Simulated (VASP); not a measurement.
Input of a VASP 6.6.1 run:

The input INCAR:

```
SYSTEM = Mg
  PREC = Accurate
  ENCUT = 520
  EDIFF = 1E-7
  ISMEAR = -1
  SIGMA = 0.05
  LREAL = .False.
  LASPH = .True.
  NELM = 100
  ALGO = Normal
  ISIF = 2
  LWAVE = .False.
  LCHARG = .True.
  GGA = VW
  LELF = .True.
  LVHAR = .True.
  NBANDS = 9
```

File KPOINTS:

```
Automatic mesh
0
Gamma
  10 10 5
  0 0 0
```

The input POSCAR:

```
Mg
1.0
    3.1877604248      0.0000000000      0.0000000000
   -1.5938802124      2.7606815091      0.0000000000
    0.0000000000      0.0000000000      5.1753304900
Mg
2
Direct
    0.6666666667      0.3333333333      0.7500000000
    0.3333333333      0.6666666667      0.2500000000
```

Potentials or basis: VASP PAW PBE potentials, release 64 (Mg).

Run with:

```console
$ cat potpaw_PBE.64/Mg/POTCAR > POTCAR
$ mpirun -np 1 vasp_std > vasp.out
```

Task: What does it give for the band gap on the k mesh?

Result: Zero (band 2 reaches 3.18 eV, above the bottom of band 3 at 1.22 eV).

Task: Estimate the pressure.

Result: -1.7 GPa.

Stress tensor (GPa, compression positive):
```
-2.14  0.00  0.00
 0.00 -2.14  0.00
 0.00  0.00 -0.88
```

Caveat: the PAW data sets were made with another functional, which shifts forces and pressure a little.
